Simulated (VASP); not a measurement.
A run of VASP 6.6.1 is set up as follows.

INCAR

```
  PREC = Accurate
  ENCUT = 520
  EDIFF = 1E-7
  ISMEAR = -1
  SIGMA = 0.1
  LREAL = F
  LASPH = T
  NELM = 100
  ALGO = Normal
  ISIF = 2
  LWAVE = F
  LCHARG = T
  GGA = CA
  LELF = T
  LVHAR = T
  NBANDS = 20
```

File KPOINTS:

```
regular mesh
0
Gamma
  11 11 6
```

File POSCAR:

```
Tl
1.0
    3.4014029632      0.0000000000      0.0000000000
   -1.7007014816      2.9457013746      0.0000000000
    0.0000000000      0.0000000000      5.4430041633
Tl
2
Direct
    0.3333333333      0.6666666667      0.2500000000
    0.6666666667      0.3333333333      0.7500000000
```

Potentials or basis: VASP PAW LDA potentials, release 64 (Tl_d).

Launch:

```bash
$ cat potpaw_LDA.64/Tl_d/POTCAR > POTCAR
$ mpirun -np 1 vasp_std > vasp.out
```

Estimate the pressure.

0.1 GPa.

Predict the band gap on the k mesh.

zero (band 13 reaches 10.48 eV, above the bottom of band 14 at 4.51 eV).

Caveat: spin-orbit coupling is left out, which moves the levels of the heavy elements.
